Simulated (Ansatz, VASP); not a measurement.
## Zn4HO4 in VASP and in Ansatz

```
CELL_PARAMETERS angstrom
5.51481 0.00000 0.00000
0.00000 5.51481 0.00000
0.00000 0.00000 3.24301
ATOMIC_POSITIONS crystal
Zn 0.18207 0.18207 0.50000
Zn 0.81793 0.81793 0.50000
Zn 0.68207 0.31793 0.00000
Zn 0.31793 0.68207 0.00000
O 0.81800 0.18200 0.50000
O 0.18200 0.81800 0.50000
O 0.68200 0.68200 0.00000
O 0.31800 0.31800 0.00000
H 0.00004 0.38200 0.00000
```

Alike in both runs: task single point; functional PBEsol; k mesh 4 × 4 × 8; occupations gaussian, width 0.05 eV; no spin polarisation.

|  | VASP | Ansatz |
| --- | --- | --- |
| version | VASP 6.6.1 | Ansatz 0.2.0 |
| potentials or method | VASP PAW PBE potentials, release 64 (Zn, O, H), cutoff 520 eV | scalar-relativistic, plane waves, PAW |
| valence electrons in the cell | 73 | 73 |

Ansatz gave:

```
gap on the k mesh at the Fermi level (eV)                     : none
pressure (GPa)                                                : 3.6
traceless stress, the component that is largest in VASP (GPa) : 1.67
rms of the force components (eV/Å)                            : 0.291
```

Q: Estimate VASP's values.

A: gap on the k mesh at the Fermi level (eV): none; pressure (GPa): 4.6; traceless stress, the component that is largest in VASP (GPa): 1.78; rms of the force components (eV/Å): 0.292.

VASP's potentials were made for PBE, not for PBEsol, and Ansatz warns of the same on its side. Atom by atom the forces differ by 0.004 eV/Å (rms over components). A gap of «none» marks a metal or a gap that the smearing closes.
